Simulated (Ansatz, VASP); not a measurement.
**HfO2: VASP beside Ansatz**

POSCAR

```
HfO2
1.0
    0.0095906250      2.5575000000      2.5575000000
    2.5575000000      0.0095906250      2.5575000000
    2.5670906250      2.5670906250      0.0000000000
Hf O
1 2
Direct
    0.0000000000      0.0000000000      0.0000000000
    0.2500000000      0.2500000000      0.2500000000
    0.7500000000      0.7500000000      0.7500000000
```

File INCAR.step1:

```
SYSTEM = HfO2
PREC = Accurate ; ENCUT = 520
ISMEAR = 0 ; SIGMA = 0.05
LREAL = .False. ; LASPH = .True.
NELM = 60 ; NBANDS = 18
GGA = PE ; ALGO = Normal
EDIFF = 1E-4 ; LWAVE = .True.
LCHARG = .False.
```

File INCAR.step2:

```
SYSTEM = HfO2
PREC = Accurate ; ENCUT = 520
EDIFF = 1E-7 ; ISMEAR = 0
SIGMA = 0.05 ; LREAL = .False.
LASPH = .True. ; NELM = 60
ALGO = Normal ; ISIF = 2
LWAVE = .False. ; LCHARG = .False.
METAGGA = R2SCAN ; LMIXTAU = .True.
NBANDS = 18 ; ISTART = 1
```

KPOINTS

```
Automatic mesh
0
Gamma
  8 8 8
  0 0 0
```

Input for Ansatz:

```yaml
crystal:
  lattice:
    - [0.009590625, 2.5575, 2.5575]
    - [2.5575, 0.009590625, 2.5575]
    - [2.567090625, 2.567090625, 0.0]
  atoms:
    - { symbol: Hf, position: [0.0, 0.0, 0.0] }
    - { symbol: O, position: [0.25, 0.25, 0.25] }
    - { symbol: O, position: [0.75, 0.75, 0.75] }
basis:
  ecutwfc: 500
kpoints:
  mp_grid: { grid: [8, 8, 8] }
hamiltonian:
  xc: r2scan
scf:
  occupations: { method: gaussian, width: 0.05 }
output:
  forces: true
  stress: true
  eigenvalues: true
```

Change from the starting cell: strain +0.0075 x Voigt [0, 0, 0, 0, 0, 1], atoms carried along.

Alike in both runs: task single point; functional r2SCAN; k mesh 8 × 8 × 8; occupations gaussian, width 0.05 eV; no spin polarisation.

```csv
,VASP,Ansatz
version,VASP 6.6.1,Ansatz 0.2.0
potentials or method,"VASP PAW PBE potentials, release 64 (Hf_pv, O), cutoff 520 eV","scalar-relativistic, plane waves, PAW"
valence electrons in the cell,22,38
```

```tsv
	VASP	Ansatz	Ansatz less VASP
gap on the k mesh at the Fermi level (eV)	4.22	4.21	-0.003
least direct gap on the mesh (eV)	4.22	4.21	-0.003
pressure (GPa)	-12.1	-8.4	+3.65
traceless stress, the component that is largest in VASP (GPa)	-0.57	-0.62	-0.050
rms of the force components (eV/Å)	0.017	0.020	+0.0028
```

VASP's potentials were made for PBE, not for r2SCAN. Atom by atom the forces differ by 0.003 eV/Å (rms over components). VASP's potentials hold 22 valence electrons a cell and Ansatz's 38, so a difference there can come from the potentials and not from the codes.

Neither program's run includes spin-orbit coupling.
